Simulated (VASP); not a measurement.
# MnSi (Pm-3m) in VASP: settings compared, part 2 of 2

VASP 6.6.1.

## (3) Single point, PBE, collinear spin, ferromagnetic start (12.53 Å³/atom)

This run uses another cell than the first one, of 12.53 Å³/atom.

INCAR reads:

```
ALGO     = Normal         # electronic algorithm
EDIFF    = 1E-7           # SCF threshold, eV
ENCUT    = 520            # plane-wave cutoff, eV
GGA      = PE             # functional
ISIF     = 2              # what is computed and relaxed
ISMEAR   = -1             # smearing method
ISPIN    = 2              # spin polarisation
LASPH    = T              # aspherical terms in the spheres
LCHARG   = F              # write CHGCAR
LMAXMIX  = 4              # l up to which the mixer works
LORBIT   = 11             # projections on sites
LREAL    = F              # projectors in reciprocal space
LWAVE    = F              # write WAVECAR
MAGMOM   = 4 0            # initial moments
NBANDS   = 20             # bands
NELM     = 150            # most SCF steps
PREC     = Accurate       # precision mode
SIGMA    = 0.05           # smearing width, eV
```

KPOINTS reads:

```
k-points
0
Gamma
  9 9 9
```

POSCAR reads:

```
MnSi
1.0
    2.9264463590      0.0000000000      0.0000000000
    0.0000000000      2.9264463590      0.0000000000
    0.0000000000      0.0000000000      2.9264463590
Mn Si
1 1
Direct
    0.5000000000      0.5000000000      0.5000000000
    0.0000000000      0.0000000000      0.0000000000
```

Potentials or basis: VASP PAW PBE potentials, release 64 (Mn_pv, Si).

On the command line:

```
> cat potpaw_PBE.64/Mn_pv/POTCAR potpaw_PBE.64/Si/POTCAR > POTCAR
> mpirun -np 1 vasp_std > vasp.out
```

OUTCAR:

```text
EDIFF = 1E-7
   ENCUT = 520
   GGA = PE
   ISIF = 2
   ISMEAR = -1
   ISPIN = 2
   LASPH = T
   LORBIT = 11
   LREAL = F
   NELM = 150
   PREC = Accurate

 ion  position               nearest neighbor table
   1  0.500  0.500  0.500-   2 2.53   2 2.53   2 2.53   2 2.53   2 2.53   2 2.53   2 2.53   2 2.53

   2  0.000  0.000  0.000-   1 2.53   1 2.53   1 2.53   1 2.53   1 2.53   1 2.53   1 2.53   1 2.53

  LATTYP: Found a simple cubic cell.
 ALAT       =     2.9264463590

  Lattice vectors:

 A1 = (   2.9264463590,   0.0000000000,   0.0000000000)
 A2 = (   0.0000000000,   2.9264463590,   0.0000000000)
[... 1318 lines left out ...]

 VOLUME and BASIS-vectors are now :
 -----------------------------------------------------------------------------
  energy-cutoff  :      520.00
  volume of cell :       25.06
      direct lattice vectors                 reciprocal lattice vectors
     2.926446359  0.000000000  0.000000000     0.341711372  0.000000000  0.000000000
     0.000000000  2.926446359  0.000000000     0.000000000  0.341711372  0.000000000
     0.000000000  0.000000000  2.926446359     0.000000000  0.000000000  0.341711372

 POSITION                                       TOTAL-FORCE (eV/Angst)
 -----------------------------------------------------------------------------------
      1.46322      1.46322      1.46322         0.000000      0.000000      0.000000
      0.00000      0.00000      0.00000         0.000000      0.000000      0.000000
 -----------------------------------------------------------------------------------
    total drift:                                0.000000     -0.000000     -0.000000

  FREE ENERGIE OF THE ION-ELECTRON SYSTEM (eV)
  ---------------------------------------------------
  free  energy   TOTEN  =       -14.8685192545 eV

  energy  without entropy=      -14.8513311241  energy(sigma->0) =      -14.85992519

 total charge

# of ion       s       p       d       tot
------------------------------------------
    1        0.298   6.285   5.255  11.839
    2        0.733   0.822   0.000   1.555
--------------------------------------------------
tot          1.031   7.108   5.255  13.394

 magnetization (x)

# of ion       s       p       d       tot
------------------------------------------
    1       -0.001   0.010   0.888   0.897
    2       -0.015  -0.042   0.000  -0.057
--------------------------------------------------
tot         -0.016  -0.032   0.888   0.840
```

OSZICAR:

```text
N       E                     dE             d eps       ncg     rms          rms(c)
DAV:   1     0.125439780967E+03    0.12544E+03   -0.90448E+03  2824   0.939E+02
DAV:   2    -0.112575058312E+02   -0.13670E+03   -0.12928E+03  2836   0.271E+02
DAV:   3    -0.158049488299E+02   -0.45474E+01   -0.44826E+01  3268   0.526E+01
DAV:   4    -0.158441366285E+02   -0.39188E-01   -0.39164E-01  3132   0.482E+00
DAV:   5    -0.158446261341E+02   -0.48951E-03   -0.48950E-03  3172   0.535E-01    0.196E+01
DAV:   6    -0.178988068011E+02   -0.20542E+01   -0.12786E+01  2932   0.486E+01    0.171E+01
DAV:   7    -0.148952788535E+02    0.30035E+01   -0.54662E+00  2936   0.316E+01    0.347E+00
DAV:   8    -0.148715239655E+02    0.23755E-01   -0.15951E-01  3024   0.370E+00    0.128E+00
DAV:   9    -0.148602624577E+02    0.11262E-01   -0.19087E-02  3060   0.138E+00    0.745E-01
DAV:  10    -0.148683218937E+02   -0.80594E-02   -0.40128E-03  3188   0.636E-01    0.265E-01
DAV:  11    -0.148684937309E+02   -0.17184E-03   -0.35753E-04  3024   0.174E-01    0.124E-01
DAV:  12    -0.148685122350E+02   -0.18504E-04   -0.59816E-05  3012   0.626E-02    0.390E-02
DAV:  13    -0.148685184082E+02   -0.61732E-05   -0.12525E-05  3044   0.310E-02    0.173E-02
DAV:  14    -0.148685196971E+02   -0.12890E-05   -0.13726E-06  3136   0.135E-02    0.440E-03
DAV:  15    -0.148685194975E+02    0.19960E-06   -0.22115E-07  2984   0.412E-03    0.163E-03
DAV:  16    -0.148685193423E+02    0.15521E-06   -0.40677E-08  1536   0.182E-03    0.689E-04
DAV:  17    -0.148685192545E+02    0.87780E-07   -0.67053E-09  1500   0.721E-04
   1 F= -.14868519E+02 E0= -.14859925E+02  d E =-.171881E-01  mag=     0.8367
```

stdout:

```text
POSCAR found type information on POSCAR MnSi
 POSCAR found :  2 types and       2 ions
 scaLAPACK will be used
 LDA part: xc-table for (Slater+PW92), standard interpolation
 POSCAR, INCAR and KPOINTS ok, starting setup
 FFT: planning ... GRIDC
 FFT: planning ... GRID_SOFT
 FFT: planning ... GRID
 WAVECAR not read
 entering main loop
```

Run time: 62 s. Hardware: 1 thread of Intel Xeon 8259CL, shared host; peak memory 0.16 GiB.

Results:

```yaml
Free_energy: -14.8685 eV
Pressure: -19.8 GPa
Net_moment: 0.84 μB per cell
Site_moments: Mn +0.90; Si -0.06 μB
Valence_electrons_inside_the_program's_atomic_spheres: Mn 11.84; Si 1.55
```

Caveat: the cell stands under tension.

## (4) Single point, PBE, collinear spin, ferromagnetic start (12.80 Å³/atom)

This run uses another cell than the first one, of 12.80 Å³/atom.

INCAR reads:

```
SYSTEM = MnSi
PREC = Accurate
ENCUT = 520
EDIFF = 1E-7
ISMEAR = -1
SIGMA = 0.05
LREAL = .False.
LASPH = .True.
NELM = 150
ALGO = Normal
ISIF = 2
LWAVE = .False.
LCHARG = .True.
ISPIN = 2
MAGMOM = 4 0
LORBIT = 11
LMAXMIX = 4
GGA = PE
LELF = .True.
LVHAR = .True.
NBANDS = 20
```

KPOINTS reads:

```
regular mesh
0
Gamma
  9 9 9
  0 0 0
```

POSCAR reads:

```
MnSi
1.0
    2.9470558152      0.0000000000      0.0000000000
    0.0000000000      2.9470558152      0.0000000000
    0.0000000000      0.0000000000      2.9470558152
Mn Si
1 1
Direct
    0.5000000000      0.5000000000      0.5000000000
    0.0000000000      0.0000000000      0.0000000000
```

Potentials or basis: VASP PAW PBE potentials, release 64 (Mn_pv, Si).

On the command line:

```
> cat potpaw_PBE.64/Mn_pv/POTCAR potpaw_PBE.64/Si/POTCAR > POTCAR
> mpirun -np 1 vasp_std > vasp.out
```

OUTCAR:

```text
SYSTEM = MnSi
   PREC = Accurate
   ENCUT = 520
   EDIFF = 1E-7
   ISMEAR = -1
   LREAL = .False.
   LASPH = .True.
   NELM = 150
   ISIF = 2
   ISPIN = 2
   LORBIT = 11
   GGA = PE

 ion  position               nearest neighbor table
   1  0.500  0.500  0.500-   2 2.55   2 2.55   2 2.55   2 2.55   2 2.55   2 2.55   2 2.55   2 2.55

   2  0.000  0.000  0.000-   1 2.55   1 2.55   1 2.55   1 2.55   1 2.55   1 2.55   1 2.55   1 2.55

  LATTYP: Found a simple cubic cell.
 ALAT       =     2.9470558152

  Lattice vectors:

 A1 = (   2.9470558152,   0.0000000000,   0.0000000000)
[... 1319 lines left out ...]

 VOLUME and BASIS-vectors are now :
 -----------------------------------------------------------------------------
  energy-cutoff  :      520.00
  volume of cell :       25.60
      direct lattice vectors                 reciprocal lattice vectors
     2.947055815  0.000000000  0.000000000     0.339321704  0.000000000  0.000000000
     0.000000000  2.947055815  0.000000000     0.000000000  0.339321704  0.000000000
     0.000000000  0.000000000  2.947055815     0.000000000  0.000000000  0.339321704

 POSITION                                       TOTAL-FORCE (eV/Angst)
 -----------------------------------------------------------------------------------
      1.47353      1.47353      1.47353         0.000000      0.000000      0.000000
      0.00000      0.00000      0.00000         0.000000      0.000000      0.000000
 -----------------------------------------------------------------------------------
    total drift:                                0.000000     -0.000000     -0.000000

  FREE ENERGIE OF THE ION-ELECTRON SYSTEM (eV)
  ---------------------------------------------------
  free  energy   TOTEN  =       -14.7987883294 eV

  energy  without entropy=      -14.7817667990  energy(sigma->0) =      -14.79027756

 total charge

# of ion       s       p       d       tot
------------------------------------------
    1        0.292   6.274   5.237  11.804
    2        0.735   0.811   0.000   1.546
--------------------------------------------------
tot          1.027   7.085   5.237  13.349

 magnetization (x)

# of ion       s       p       d       tot
------------------------------------------
    1       -0.001   0.009   0.911   0.919
    2       -0.018  -0.045   0.000  -0.063
--------------------------------------------------
tot         -0.019  -0.036   0.911   0.856
```

Wall time 59 s (1 thread of Intel Xeon 8259CL, shared host); peak memory 0.16 GiB.

What came out:

```yaml
Free_energy: -14.7988 eV
Pressure: -22.2 GPa
Net_moment: 0.85 μB per cell
Site_moments: Mn +0.92; Si -0.06 μB
Valence_electrons_inside_the_program's_atomic_spheres: Mn 11.80; Si 1.55
```

Caveat: the cell stands under tension.

## (5) Single point, PBE, collinear spin, ferromagnetic start (13.06 Å³/atom)

This run uses another cell than the first one, of 13.06 Å³/atom.

INCAR reads:

```
SYSTEM = MnSi
ALGO = Normal
EDIFF = 1E-6
ENCUT = 520
GGA = PE
ISIF = 2
ISMEAR = -1
ISPIN = 2
LASPH = .TRUE.
LCHARG = .FALSE.
LMAXMIX = 4
LORBIT = 11
LREAL = .FALSE.
LWAVE = .FALSE.
MAGMOM = 4 0
NBANDS = 20
NELM = 150
PREC = Accurate
SIGMA = 0.05
```

KPOINTS reads:

```
k-points
0
G
  9 9 9
  0 0 0
```

POSCAR reads:

```
MnSi
1.0
    2.9673809803      0.0000000000      0.0000000000
    0.0000000000      2.9673809803      0.0000000000
    0.0000000000      0.0000000000      2.9673809803
Mn Si
1 1
Direct
    0.5000000000      0.5000000000      0.5000000000
    0.0000000000      0.0000000000      0.0000000000
```

Potentials or basis: VASP PAW PBE potentials, release 64 (Mn_pv, Si).

On the command line:

```
> cat potpaw_PBE.64/Mn_pv/POTCAR potpaw_PBE.64/Si/POTCAR > POTCAR
> mpirun -np 1 vasp_std > vasp.out
```

OUTCAR:

```text
SYSTEM = MnSi
   EDIFF = 1E-6
   ENCUT = 520
   GGA = PE
   ISIF = 2
   ISMEAR = -1
   ISPIN = 2
   LASPH = .TRUE.
   LORBIT = 11
   LREAL = .FALSE.
   NELM = 150
   PREC = Accurate

 ion  position               nearest neighbor table
   1  0.500  0.500  0.500-   2 2.57   2 2.57   2 2.57   2 2.57   2 2.57   2 2.57   2 2.57   2 2.57

   2  0.000  0.000  0.000-   1 2.57   1 2.57   1 2.57   1 2.57   1 2.57   1 2.57   1 2.57   1 2.57

  LATTYP: Found a simple cubic cell.
 ALAT       =     2.9673809803

  Lattice vectors:

 A1 = (   2.9673809803,   0.0000000000,   0.0000000000)
 A2 = (   0.0000000000,   2.9673809803,   0.0000000000)
 A3 = (   0.0000000000,   0.0000000000,   2.9673809803)

Analysis of symmetry for initial positions (statically):
=====================================================================
 Subroutine PRICEL returns:
 Original cell was already a primitive cell.

 Routine SETGRP: Setting up the symmetry group for a
 simple cubic supercell.

 Subroutine GETGRP returns: Found 48 space group operations
 (whereof 48 operations were pure point group operations)
 out of a pool of 48 trial point group operations.

[... 1294 lines left out ...]

------------------------ aborting loop because EDIFF is reached ----------------------------------------

  FORCE on cell =-STRESS in cart. coord.  units (eV):
  Direction    XX          YY          ZZ          XY          YZ          ZX
  --------------------------------------------------------------------------------------
  -------------------------------------------------------------------------------------
  Total       -3.9574686     -3.9574686     -3.9574686     -0.0000000     -0.0000000     -0.0000000
  in kB     -242.6655547   -242.6655547   -242.6655547     -0.0000000     -0.0000000     -0.0000000
  external PRESSURE =    -242.6655547 kB  Pullay stress =       0.0000000 kB

 VOLUME and BASIS-vectors are now :
 -----------------------------------------------------------------------------
  energy-cutoff  :      520.00
  volume of cell :       26.13
      direct lattice vectors                 reciprocal lattice vectors
     2.967380980  0.000000000  0.000000000     0.336997509  0.000000000  0.000000000
     0.000000000  2.967380980  0.000000000     0.000000000  0.336997509  0.000000000
     0.000000000  0.000000000  2.967380980     0.000000000  0.000000000  0.336997509

 POSITION                                       TOTAL-FORCE (eV/Angst)
 -----------------------------------------------------------------------------------
      1.48369      1.48369      1.48369         0.000000      0.000000      0.000000
      0.00000      0.00000      0.00000         0.000000      0.000000      0.000000
 -----------------------------------------------------------------------------------
    total drift:                                0.000000      0.000000     -0.000000

  FREE ENERGIE OF THE ION-ELECTRON SYSTEM (eV)
  ---------------------------------------------------
  free  energy   TOTEN  =       -14.7215985853 eV

  energy  without entropy=      -14.7045203264  energy(sigma->0) =      -14.71305946

 total charge

# of ion       s       p       d       tot
------------------------------------------
    1        0.287   6.264   5.220  11.771
    2        0.736   0.800   0.000   1.536
--------------------------------------------------
tot          1.023   7.064   5.220  13.307

 magnetization (x)

# of ion       s       p       d       tot
------------------------------------------
    1       -0.001   0.009   0.932   0.939
    2       -0.019  -0.048   0.000  -0.067
--------------------------------------------------
tot         -0.020  -0.039   0.932   0.872
```

OSZICAR:

```text
N       E                     dE             d eps       ncg     rms          rms(c)
DAV:   1     0.129524115497E+03    0.12952E+03   -0.91793E+03  2824   0.925E+02
DAV:   2    -0.108742330179E+02   -0.14040E+03   -0.13256E+03  2864   0.273E+02
DAV:   3    -0.157747797999E+02   -0.49005E+01   -0.48168E+01  3276   0.540E+01
DAV:   4    -0.158188172047E+02   -0.44037E-01   -0.44017E-01  3108   0.510E+00
DAV:   5    -0.158193983155E+02   -0.58111E-03   -0.58111E-03  3168   0.578E-01    0.182E+01
DAV:   6    -0.178325580451E+02   -0.20132E+01   -0.14143E+01  2928   0.478E+01    0.177E+01
DAV:   7    -0.146980733042E+02    0.31345E+01   -0.54528E+00  2924   0.314E+01    0.431E+00
DAV:   8    -0.147195855441E+02   -0.21512E-01   -0.15865E-01  3004   0.361E+00    0.164E+00
DAV:   9    -0.147183422184E+02    0.12433E-02   -0.17038E-02  3204   0.137E+00    0.973E-01
DAV:  10    -0.147213534207E+02   -0.30112E-02   -0.36434E-03  3016   0.492E-01    0.302E-01
DAV:  11    -0.147215770328E+02   -0.22361E-03   -0.86500E-04  3120   0.264E-01    0.129E-01
DAV:  12    -0.147215904410E+02   -0.13408E-04   -0.81280E-05  3140   0.746E-02    0.476E-02
DAV:  13    -0.147215956426E+02   -0.52016E-05   -0.12762E-05  3024   0.327E-02    0.244E-02
DAV:  14    -0.147215985265E+02   -0.28839E-05   -0.22721E-06  2712   0.175E-02    0.624E-03
DAV:  15    -0.147215985853E+02   -0.58769E-07   -0.43407E-07  1560   0.623E-03
   1 F= -.14721599E+02 E0= -.14713059E+02  d E =-.170783E-01  mag=     0.8592
```

Wall time 54 s (1 thread of Intel Xeon 8259CL, shared host); peak memory 0.16 GiB.

What came out:

```yaml
Free_energy: -14.7216 eV
Pressure: -24.3 GPa
Net_moment: 0.86 μB per cell
Site_moments: Mn +0.94; Si -0.07 μB
Valence_electrons_inside_the_program's_atomic_spheres: Mn 11.77; Si 1.54
```

Levels at points of the mesh, in eV from the Fermi level:
Spin up:
| k point | band 5 | band 6 | band 7 | band 8 | band 9 | band 10 | band 11 | band 12 | band 13 | band 14 |
| --- | --- | --- | --- | --- | --- | --- | --- | --- | --- | --- |
| (0.00, 0.00, 0.00) | -2.46 | -2.46 | -0.37 | -0.37 | -0.37 | 3.04 | 3.04 | 3.04 | 8.09 | 8.09 |
Spin down:
```tsv
k point	band 4	band 5	band 6	band 7	band 8	band 9	band 10	band 11	band 12	band 13
(0.00, 0.00, 0.00)	-12.10	-2.07	-2.07	0.72	0.72	0.72	3.01	3.01	3.01	8.16
```

Caveat: the cell stands under tension.

## (6) Overview

| task | level | cell | k mesh | cutoff (eV) | grid for exact exchange (PRECFOCK) | share of exact exchange | gap on the mesh (eV) | pressure (GPa) | moment (μB) |
| --- | --- | --- | --- | --- | --- | --- | --- | --- | --- |
| relaxation of cell and atoms | HF | relaxed from a = 2.987 Å, 2 atoms | 5 × 5 × 5 | 600 | Normal | 1 | none | 0.0 | 3.69 |
| single point | PBE | a = 2.926 Å, 2 atoms | 9 × 9 × 9 | 520 | - | - | none | -19.8 | 0.84 |
| single point | PBE | a = 2.947 Å, 2 atoms | 9 × 9 × 9 | 520 | - | - | none | -22.2 | 0.85 |
| single point | PBE | a = 2.967 Å, 2 atoms | 9 × 9 × 9 | 520 | - | - | none | -24.3 | 0.86 |

Alike in all rows: potentials or basis VASP PAW PBE potentials, release 64 (Mn_pv, Si); spin collinear, ferromagnetic start; smearing fermi-dirac 0.05 eV.

Caveats: some runs use coarse meshes; the cell stands under tension (at least some runs); the volume moved by over 15 % at a fixed basis, so the end points are rough (at least some runs); the PAW data sets were made with another functional, which shifts forces and pressure a little (at least some runs).

Absolute energies hang on the potentials; compare differences alone.
